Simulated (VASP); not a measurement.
The system is BP.

```xyz
2
Lattice="2.8636 0.0000 0.0000 0.0000 2.8636 0.0000 0.0000 0.0000 3.4065" Properties=species:S:1:pos:R:3 pbc="T T T"
B     0.0000    0.0000    1.7032
P     1.4318    1.4318    1.7032
```

| Quantity | Value |
| --- | --- |
| Program | VASP 6.6.1 |
| Task | relaxation of cell and atoms |
| Functional | PBE |
| Potentials or basis | VASP PAW PBE potentials, release 64 (B, P) |
| Cutoff | 600 eV |
| k mesh | 6 × 6 × 6 |
| Occupations | gaussian, width 0.1 eV |
| Spin | no spin polarisation |

At the start: pressure -0.0 GPa; volume 13.97 Å³/atom.

How do energy, volume and symmetry change on relaxing?

Over 28 steps the energy falls by 165.3 meV/atom and the volume is 10.83 Å³/atom (-22.5 %); space group P4/mmm (No. 123, to 0.05 Å).

Step by step:
```tsv
step	energy change (eV)	largest force (eV/Å)	pressure (GPa)	volume (Å³)
1	0.0000	0.0000	-0.02	27.93
2	-0.0031	0.0000	-1.19	27.93
3	-0.0035	0.0000	-1.69	27.92
4	-0.0059	0.0000	-1.37	27.70
5	-0.0148	0.0000	-0.42	27.03
6	-0.0526	0.0000	1.19	25.71
7	-0.1355	0.0000	4.60	23.11
8	-0.0326	0.0000	32.63	18.11
9	-0.2260	0.0000	6.65	21.83
10	-0.2514	0.0000	15.41	19.95
11	-0.2650	0.0000	10.84	20.77
12	-0.2658	0.0000	11.51	20.64
13	-0.2661	0.0000	11.61	20.61
14	-0.2666	0.0000	11.90	20.55
15	-0.2667	0.0000	12.52	20.41
16	-0.2668	0.0000	12.24	20.47
17	-0.2675	0.0000	12.16	20.48
18	-0.2696	0.0000	11.92	20.50
19	-0.2736	0.0000	11.46	20.54
20	-0.2811	0.0000	10.54	20.61
21	-0.2944	0.0000	8.77	20.76
22	-0.3140	0.0000	5.42	21.06
23	-0.3296	0.0000	0.24	21.66
24	-0.3299	0.0000	-0.31	21.74
25	-0.3299	0.0000	-0.50	21.77
26	-0.3300	0.0000	-0.45	21.76
27	-0.3303	0.0000	-0.29	21.72
28	-0.3307	0.0000	0.04	21.66
```

Final structure:
```cif
data_structure
_symmetry_space_group_name_H-M 'P 1'
_symmetry_Int_Tables_number 1
_cell_length_a 2.9115
_cell_length_b 2.9115
_cell_length_c 2.5548
_cell_angle_alpha 90.000
_cell_angle_beta 90.000
_cell_angle_gamma 90.000
_cell_volume 21.66
loop_
_atom_site_label
_atom_site_type_symbol
_atom_site_fract_x
_atom_site_fract_y
_atom_site_fract_z
_atom_site_occupancy
B1 B 0.00000 0.00000 0.50000 1
P1 P 0.50000 0.50000 0.50000 1
```

Caveat: the k points lie up to 0.41 Å⁻¹ apart in the final cell; the volume moved by over 15 % at a fixed basis, so the end points are rough; this functional lacks dispersion, which binds the layers, so the pressure and a relaxed spacing across them are unreliable.
